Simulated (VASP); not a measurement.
Ru: relaxation of cell and atoms with RPBE+D3(BJ)

Crystal: Ru.

```
Ru
1.0
     2.70580    0.00000    0.00000
    -1.35290    2.34329    0.00000
     0.00000    0.00000    4.28190
Ru
2
Direct
  0.66667 0.33333 0.75000
  0.33333 0.66667 0.25000
```

```
Program                : VASP 6.6.1
Task                   : relaxation of cell and atoms
Functional             : RPBE
Dispersion             : D3(BJ)
Potentials or basis    : VASP PAW PBE potentials, release 64 (Ru_pv)
Cutoff                 : 600 eV
k mesh                 : 11 × 11 × 6
Occupations            : fermi-dirac, width 0.05 eV
Spin                   : no spin polarisation
Dipole correction      : no
Further INCAR settings : ALGO = Normal; EDIFF = 1e-06; IBRION = 2; EDIFFG = -0.005; NSW = 80; ISIF = 3
```

```
Relaxed volume                        : 12.38 Å³/atom
Relaxed cell                          : a = 2.619 Å, b = 2.619 Å, c = 4.168 Å, α = 90.00°, β = 90.00°, γ = 120.00°
Space group after relaxing (to 0.1 Å) : P6_3/mmc (No. 194)
Pressure after relaxing               : 0.0 GPa
Band gap on the k mesh                : zero (bands 14 and 15 overlap by 3.51 eV)
Dispersion energy per atom            : -3.754 eV
```

Final structure:
```
CELL_PARAMETERS angstrom
2.61887 0.00000 0.00000
-1.30943 2.26800 0.00000
0.00000 0.00000 4.16816
ATOMIC_POSITIONS crystal
Ru 0.66667 0.33333 0.75000
Ru 0.33333 0.66667 0.25000
```

Levels at points of the mesh, in eV from the Fermi level:
```
           k point  band 10  band 11  band 12  band 13  band 14  band 15  band 16  band 17  band 18
(0.00, 0.00, 0.00)    -2.90    -2.76    -2.13    -2.13    -1.47    -1.47     1.43     1.43     1.45
(0.00, 0.00, 0.50)    -3.07    -3.07    -3.07    -2.95    -2.95     0.71     0.71     0.71     0.71
```

Run time: 74 s on 1 thread of Intel(R) Xeon(R) 6975P-C (Granite Rapids), with other jobs on the host, peak memory 0.19 GiB.

Caveat: the PAW data sets were made with another functional, which shifts forces and pressure a little.
